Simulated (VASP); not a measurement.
CdGe3, 4 atoms in the cell. Symmetry: Pm-3m, No. 221, cubic system. The conventional cell has a = 4.368 Å, b = 4.368 Å, c = 4.368 Å, α = 90.00°, β = 90.00°, γ = 90.00°. Cd (site symmetry m-3m) has 12 Ge at 3.09 Å within 4.1 Å. Within 4.1 Å of Ge (site symmetry 4/mmm) lie 4 Cd at 3.09 Å and 8 Ge at 3.09 Å. 

| Quantity | Value |
| --- | --- |
| Program | VASP 6.6.1 |
| Task | single point |
| Functional | PBE |
| Potentials or basis | VASP PAW PBE potentials, release 64 (Cd, Ge_d) |
| Cutoff | 500 eV |
| k mesh | 4 × 4 × 4 |
| Occupations | fermi-dirac, width 0.05 eV |
| Spin | no spin polarisation |
| Dipole correction | no |
| Further INCAR settings | ALGO = Normal; EDIFF = 1e-06; NBANDS = 35 |

Potentials or basis: VASP PAW PBE potentials, release 64 (Cd, Ge_d).

Launch:

```bash
$ cat potpaw_PBE.64/Cd/POTCAR potpaw_PBE.64/Ge_d/POTCAR > POTCAR
$ mpirun -np 1 vasp_std > vasp.out
```

Hardware: 1 thread of Intel Xeon 8259CL (shared host).

**Question.** Estimate the wall time of this run.

**Answer.** Wall time 44 s on 1 thread of Intel Xeon 8259CL, with other jobs on the host, peak memory 0.18 GiB. Counts: scf iterations 13, k points 10.
